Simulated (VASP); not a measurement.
# BaH (I4/mmm) in VASP: further runs

The runs below take BaH through relaxation of cell and atoms, single point, with PBE.

Everything below comes from runs of VASP 6.6.1. Logs are shortened: lines on timing, memory, paths and dates and some standing lists are left out, and cuts for length are marked.

### 1 The cell of the first run

Symmetry: I4/mmm, No. 139, tetragonal system. Conventional cell: a = 4.106 Å, b = 4.106 Å, c = 5.738 Å, α = 90.00°, β = 90.00°, γ = 90.00°. Within 3.8 Å of Ba (site symmetry 4/mmm) lie 6 H at 2.87 to 2.90 Å. H (site symmetry 4/mmm) has 6 Ba at 2.87 to 2.90 Å within 3.8 Å.

### 2 Relaxation of cell and atoms, PBE

The input, INCAR:

```
SYSTEM = BaH
PREC = Accurate
ENCUT = 600
EDIFF = 1E-6
ISMEAR = 0
SIGMA = 0.1
LREAL = .False.
LASPH = .True.
NELM = 100
ALGO = Normal
ISIF = 3
LWAVE = .False.
LCHARG = .False.
GGA = PE
IBRION = 2
NSW = 100
EDIFFG = -0.01
```

The input, KPOINTS:

```
regular mesh
0
Gamma
  20 20 20
  0 0 0
```

The input, POSCAR:

```
BaH
1.0
   -2.0530091256      2.0530091256      2.8688571971
    2.0530091256     -2.0530091256      2.8688571971
    2.0530091256      2.0530091256     -2.8688571971
Ba H
1 1
Direct
    0.0000000000      0.0000000000      0.0000000000
    0.5000000000      0.5000000000      0.0000000000
```

Potentials or basis: VASP PAW PBE potentials, release 64 (Ba_sv, H).

Command:

```bash
$ cat potpaw_PBE.64/Ba_sv/POTCAR potpaw_PBE.64/H/POTCAR > POTCAR
$ mpirun -np 1 vasp_std > vasp.out
```

OUTCAR:

```text
SYSTEM = BaH
   PREC = Accurate
   ENCUT = 600
   EDIFF = 1E-6
   ISMEAR = 0
   LREAL = .False.
   LASPH = .True.
   NELM = 100
   ISIF = 3
   GGA = PE
   IBRION = 2
   NSW = 100
   EDIFFG = -0.01

 ion  position               nearest neighbor table
   1  0.000  0.000  0.000-
   2  0.500  0.500  0.000-

  LATTYP: Found a body centered tetragonal cell.
 ALAT       =     4.1060182512
 C/A-ratio  =     1.3973913517

  Lattice vectors:

 A1 = (  -2.0530091256,   2.0530091256,   2.8688571971)
 A2 = (   2.0530091256,  -2.0530091256,   2.8688571971)
 A3 = (   2.0530091256,   2.0530091256,  -2.8688571971)

Analysis of symmetry for initial positions (statically):
=====================================================================
 Subroutine PRICEL returns:
 Original cell was already a primitive cell.

 Routine SETGRP: Setting up the symmetry group for a
 body centered tetragonal supercell.

 Subroutine GETGRP returns: Found 16 space group operations
 (whereof 16 operations were pure point group operations)
 out of a pool of 16 trial point group operations.

The static configuration has the point symmetry D_4h.

Analysis of symmetry for dynamics (positions and initial velocities):
=====================================================================
 Subroutine PRICEL returns:
 Original cell was already a primitive cell.

 Routine SETGRP: Setting up the symmetry group for a
 body centered tetragonal supercell.

 Subroutine GETGRP returns: Found 16 space group operations
 (whereof 16 operations were pure point group operations)
 out of a pool of 16 trial point group operations.

The dynamic configuration has the point symmetry D_4h.

 Subroutine INISYM returns: Found 16 space group operations
 (whereof 16 operations are pure point group operations),
 and found     1 'primitive' translations

----------------------------------------------------------------------------------------

                                     Primitive cell

  volume of cell :      48.3672

  direct lattice vectors                    reciprocal lattice vectors
    -2.053009126  2.053009126  2.868857197     0.000000000  0.243544948  0.174285426
     2.053009126 -2.053009126  2.868857197     0.243544948  0.000000000  0.174285426
     2.053009126  2.053009126 -2.868857197     0.243544948  0.243544948  0.000000000

  length of vectors
     4.081670560  4.081670560  4.081670560     0.299482139  0.299482139  0.344424568

  position of ions in fractional coordinates (direct lattice)
     0.000000000  0.000000000  0.000000000
     0.500000000  0.500000000  0.000000000

  ion indices of the primitive-cell ions
   primitive index   ion index
                 1           1
                 2           2

----------------------------------------------------------------------------------------

 KPOINTS: regular mesh

Automatic generation of k-mesh.
 Grid dimensions read from file:
 generate k-points for:   20   20   20

 Generating k-lattice:

  Cartesian coordinates                     Fractional coordinates (reciprocal lattice)
     0.000000000  0.012177247  0.008714271     0.050000000 -0.000000000  0.000000000
     0.012177247  0.000000000  0.008714271    -0.000000000  0.050000000  0.000000000
     0.012177247  0.012177247  0.000000000     0.000000000  0.000000000  0.050000000

  Length of vectors
     0.014974107  0.014974107  0.017221228

  Shift w.r.t. Gamma in fractional coordinates (k-lattice)
     0.000000000  0.000000000  0.000000000

 Subroutine IBZKPT returns following result:
 ===========================================

 Found    641 irreducible k-points:

 Following reciprocal coordinates:
            Coordinates               Weight
  0.000000  0.000000  0.000000      1.000000
  0.050000 -0.000000  0.000000      8.000000
  0.100000 -0.000000  0.000000      8.000000
  0.150000  0.000000 -0.000000      8.000000
  0.200000 -0.000000  0.000000      8.000000
  0.250000  0.000000 -0.000000      8.000000
[... 16 lines left out ...]
 -0.400000  0.050000  0.000000     16.000000
 -0.350000  0.050000  0.000000     16.000000
 [... further k-points ...]
   k-points           NKPTS =    641   k-points in BZ     NKDIM =    641   number of bands    NBANDS=      9
   number of dos      NEDOS =    301   number of ions     NIONS =      2
   total plane-waves  NPLWV =  46656
   dimension x,y,z NGX =    36 NGY =   36 NGZ =   36
   dimension x,y,z NGXF=    72 NGYF=   72 NGZF=   72
   ions per type =               1   1
   NGX,Y,Z   is equivalent  to a cutoff of  14.66, 14.66, 14.66 a.u.
   NGXF,Y,Z  is equivalent  to a cutoff of  29.33, 29.33, 29.33 a.u.
 SYSTEM =  BaH
   PREC   = accura    normal or accurate (medium, high low for compatibility)
   ISTART =      0    job   : 0-new  1-cont  2-samecut
   ICHARG =      2    charge: 1-file 2-atom 10-const
   ISPIN  =      1    spin polarized calculation?
   LNONCOLLINEAR =      F non collinear calculations
   LSORBIT =      F    spin-orbit coupling
   LASPH  =      T    aspherical Exc in radial PAW
   ENCUT  =  600.0 eV  44.10 Ry    6.64 a.u.   8.15  8.15  8.15*2*pi/ulx,y,z
   NELM   =    100;   NELMIN=  2; NELMDL= -5     # of ELM steps
   EDIFF  = 0.1E-05   stopping-criterion for ELM
   LREAL  =      F    real-space projection
   EDIFFG = -.1E-01   stopping-criterion for IOM
   NSW    =    100    number of steps for IOM
   IBRION =      2    ionic relax: 0-MD 1-quasi-New 2-CG
   NFREE  =      1    steps in history (QN), initial steepest desc. (CG)
   ISIF   =      3    stress and relaxation
   ISYM   =      2    0-nonsym 1-usesym 2-fastsym
   POTIM  = 0.5000    time-step for ionic-motion
   TEBEG  =    0.0;   TEEND  =   0.0 temperature during run
   PSTRESS=    0.0 pullay stress
   NELECT =      11.0000    total number of electrons
   NUPDOWN=      -1.0000    fix difference up-down
   EMIN   =  10.00;   EMAX   =-10.00  energy-range for DOS
   EFERMI =   0.00;   METHOD = LEGACY
   ISMEAR =     0;   SIGMA  =   0.10  broadening in eV -4-tet -1-fermi 0-gaus
   EFERMI_NEDOS =   21; number of points for ismear=-14 and -15
   IALGO  =     38    algorithm
   IMIX   =      4    mixing-type and parameters
     AMIX     =   0.40;   BMIX     =  1.00
     AMIX_MAG =   1.60;   BMIX_MAG =  1.00
  volume/ion in A,a.u.               =      24.18       163.20
  Fermi-wavevector in a.u.,A,eV,Ry     =   0.999284  1.888373 13.586343  0.998568
  Thomas-Fermi vector in A             =   2.131564
   LORBIT       =      0    0 simple, 1 ext, 2 COOP (PROOUT), +10 PAW based schemes
   GGA     = PE    functional components
   LHFCALC =     F    Hartree Fock is set to
   AEXX    =    0.0000 exact exchange contribution
   IVDW    =     0    specifies the selected vdW correction
   LEPSILON=     F    determine dielectric tensor
   LRPA    =     F    only Hartree local field effects (RPA)
 conjugate gradient relaxation of ions
 non-spin polarized calculation
 Gauss-broadening in eV      SIGMA  =   0.10
  energy-cutoff  :      600.00
  volume of cell :       48.37
 maximum number of plane-waves:      1639
 NGX is ok and might be reduce to    36
   NGX = 17   NGY = 17   NGZ = 17

--------------------------------------- Ionic step        1  -------------------------------------------

 number of electron      11.0000000 magnetization

 Free energy of the ion-electron system (eV)
  ---------------------------------------------------
  ext. energy  EPLUGINS =         0.00000000
  ---------------------------------------------------
  free energy    TOTEN  =        -5.78534159 eV

  energy without entropy =       -5.77324440  energy(sigma->0) =       -5.77929300

------------------------ aborting loop because EDIFF is reached ----------------------------------------

  FORCE on cell =-STRESS in cart. coord.  units (eV):
  Direction    XX          YY          ZZ          XY          YZ          ZX
  --------------------------------------------------------------------------------------
  -------------------------------------------------------------------------------------
  Total        0.1846862      0.1846862      0.2833666      0.0000000      0.0000000      0.0000000
  in kB        6.1177856      6.1177856      9.3866059      0.0000000      0.0000000      0.0000000
  external PRESSURE =       7.2073924 kB  Pullay stress =       0.0000000 kB
[... 165 lines left out ...]
  energy  without entropy=       -5.7766651609  energy(sigma->0) =       -5.78279630

--------------------------------------- Ionic step        6  -------------------------------------------

 number of electron      11.0000000 magnetization

 Free energy of the ion-electron system (eV)
  ---------------------------------------------------
  ext. energy  EPLUGINS =         0.00000000
  ---------------------------------------------------
  free energy    TOTEN  =        -5.78900326 eV

  energy without entropy =       -5.77673641  energy(sigma->0) =       -5.78286984

 E-fermi :   2.8540     XC(G=0):  -8.5301

 val. band max:        2.8535666968   @ k =  -0.3000  -0.4000   0.1000
 cond. band min:       2.8555970867   @ k =  -0.4000   0.4000   0.3500
 fundamental gap:      0.0020303899
 Fermi energy:         2.8540127185

 k-point     1 :       0.0000    0.0000    0.0000
  band No.  band energies     occupation
      1     -25.7676      2.00000
      2     -10.5243      2.00000
      3     -10.5243      2.00000
      4     -10.5241      2.00000
      5      -2.2824      2.00000
      6       4.7801      0.00000
      7       4.7801      0.00000
      8       4.7879      0.00000
      9       6.7278      0.00000
[... 265 lines left out ...]
 k-point    24 :      -0.3500    0.0500    0.0000
  band No.  band energies     occupation
      1     -25.6822      2.00000
      2     -11.3061      2.00000
      3     -10.6294      2.00000
      4     -10.6167      2.00000
      5      -0.6943      2.00000
      6       2.5301      2.00000
      7       4.5441      0.00000
      8       4.7290      0.00000
      9       6.6629      0.00000

 [... further k-points ...]
[... 5 lines left out ...]
  --------------------------------------------------------------------------------------
  -------------------------------------------------------------------------------------
  Total       -0.0032717     -0.0032717      0.0048347      0.0000000     -0.0000000      0.0000000
  in kB       -0.1051148     -0.1051148      0.1553315      0.0000000     -0.0000000      0.0000000
  external PRESSURE =      -0.0182994 kB  Pullay stress =       0.0000000 kB
[... 17 lines left out ...]
  FREE ENERGIE OF THE ION-ELECTRON SYSTEM (eV)
  ---------------------------------------------------
  free  energy   TOTEN  =        -5.7890032595 eV

  energy  without entropy=       -5.7767364113  energy(sigma->0) =       -5.78286984

 reached required accuracy - stopping structural energy minimisation
```

It took 16 min on 1 thread of Intel Xeon Platinum 8375C at 2.90GHz (Ice Lake), shared host; peak memory 0.56 GiB.

Results:

```yaml
Free_energy: -5.7890 eV
Relaxed_volume: 24.93 Å³/atom
Relaxed_cell: a = 4.131 Å, b = 4.131 Å, c = 4.131 Å, α = 119.96°, β = 119.96°, γ = 90.07°
Space_group_after_relaxing_to_0.05_Å: Fm-3m (No. 225)
Energy_gained_by_relaxing: 1.8 meV/atom
Ionic_steps: 6
Pressure_after_relaxing: 0.0 GPa
```

Step by step:
| step | energy change (eV) | largest force (eV/Å) | pressure (GPa) | volume (Å³) |
| --- | --- | --- | --- | --- |
| 1 | 0.0000 | 0.0000 | 0.72 | 48.37 |
| 2 | -0.0027 | 0.0000 | 0.34 | 49.13 |
| 3 | -0.0035 | 0.0000 | -0.04 | 49.96 |
| 4 | -0.0035 | 0.0000 | -0.01 | 49.91 |
| 5 | -0.0036 | 0.0000 | -0.01 | 49.90 |
| 6 | -0.0037 | 0.0000 | 0.00 | 49.87 |

Final structure:
```
Ba H
1.0
    -2.06661    2.06661    2.91909
     2.06661   -2.06661    2.91909
     2.06661    2.06661   -2.91909
Ba H
1 1
Direct
  0.00000 0.00000 0.00000
  0.50000 0.50000 0.00000
```

Caveat: spin-orbit coupling is left out, which moves the levels of the heavy elements.

### 3 Single point, PBE

This run uses another cell than the first one, of 24.51 Å³/atom, 1.013 times its volume.

The input, INCAR:

```
PREC     = Accurate       # precision mode
ENCUT    = 520            # plane-wave cutoff, eV
EDIFF    = 1E-7           # SCF threshold, eV
ISMEAR   = 0              # smearing method
SIGMA    = 0.1            # smearing width, eV
LREAL    = F              # projectors in reciprocal space
LASPH    = T              # aspherical terms in the spheres
NELM     = 100            # most SCF steps
ALGO     = Normal         # electronic algorithm
ISIF     = 2              # what is computed and relaxed
LWAVE    = F              # write WAVECAR
LCHARG   = F              # write CHGCAR
GGA      = PE             # functional
NBANDS   = 12             # bands
```

The input, KPOINTS:

```
regular mesh
0
Gamma
  20 20 20
```

The input, POSCAR:

```
BaH
1.0
   -2.0541866851      2.0541866851      2.9041680576
    2.0541866851     -2.0541866851      2.9041680576
    2.0541866851      2.0541866851     -2.9041680576
Ba H
1 1
Direct
    0.0000000000      0.0000000000      0.0000000000
    0.5000000000      0.5000000000      0.0000000000
```

Potentials or basis: VASP PAW PBE potentials, release 64 (Ba_sv, H).

Command:

```bash
$ cat potpaw_PBE.64/Ba_sv/POTCAR potpaw_PBE.64/H/POTCAR > POTCAR
$ mpirun -np 1 vasp_std > vasp.out
```

Wall time 2.8 min (1 thread of AMD EPYC 9R45 (Zen 5), shared host); peak memory 0.47 GiB.

The run converged. Its results:

* Free energy: -5.7876 eV
* Pressure: 0.4 GPa

Levels at points of the mesh, in eV from the Fermi level:
| k point | band 2 | band 3 | band 4 | band 5 | band 6 | band 7 | band 8 | band 9 |
| --- | --- | --- | --- | --- | --- | --- | --- | --- |
| (0.00, 0.00, 0.00) | -13.34 | -13.34 | -13.33 | -5.16 | 1.94 | 1.94 | 1.94 | 3.96 |
| (0.50, 0.00, 0.00) | -14.40 | -13.46 | -13.46 | -2.79 | -1.25 | 1.53 | 1.54 | 5.00 |
| (0.50, 0.50, 0.00) | -14.27 | -13.69 | -13.69 | -4.52 | -0.54 | 3.06 | 5.67 | 6.13 |
| (0.50, 0.50, 0.50) | -14.27 | -13.69 | -13.69 | -4.52 | -0.54 | 3.06 | 5.67 | 6.13 |

Caveat: spin-orbit coupling is left out, which moves the levels of the heavy elements.
